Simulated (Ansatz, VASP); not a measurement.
**One calculation of B, two programs**

```
B
1.0
     3.52873   -5.82408    0.00000
     3.52873    5.82408    0.00000
     0.00000    0.00000    2.82800
B
12
Direct
  0.08004 0.15970 0.75000
  0.15970 0.08004 0.25000
  0.84030 0.91996 0.75000
  0.91996 0.84030 0.25000
  0.63419 0.98615 0.75000
  0.98615 0.63419 0.25000
  0.01385 0.36581 0.75000
  0.36581 0.01385 0.25000
  0.87160 0.35869 0.25000
  0.35869 0.87160 0.75000
  0.64131 0.12840 0.25000
  0.12840 0.64131 0.75000
```

Alike in both runs: task single point; functional PBE; k mesh 4 × 4 × 6; occupations gaussian, width 0.1 eV; no spin polarisation.

|  | VASP | Ansatz |
| --- | --- | --- |
| version | VASP 6.6.1 | Ansatz 0.2.0 |
| potentials or method | VASP PAW PBE potentials, release 64 (B), cutoff 520 eV | scalar-relativistic, plane waves, PAW |
| valence electrons in the cell | 36 | 36 |

|  | VASP | Ansatz | Ansatz less VASP |
| --- | --- | --- | --- |
| gap on the k mesh at the Fermi level (eV) | none | none | - |
| pressure (GPa) | 18.3 | 18.3 | -0.02 |
| traceless stress, the component that is largest in VASP (GPa) | 7.25 | 7.22 | -0.026 |
| rms of the force components (eV/Å) | 0.553 | 0.551 | -0.0025 |

Atom by atom the forces differ by 0.003 eV/Å (rms over components). A gap of «none» marks a metal or a gap that the smearing closes.

The k mesh is coarse, so the values compare programs but aren't converged.
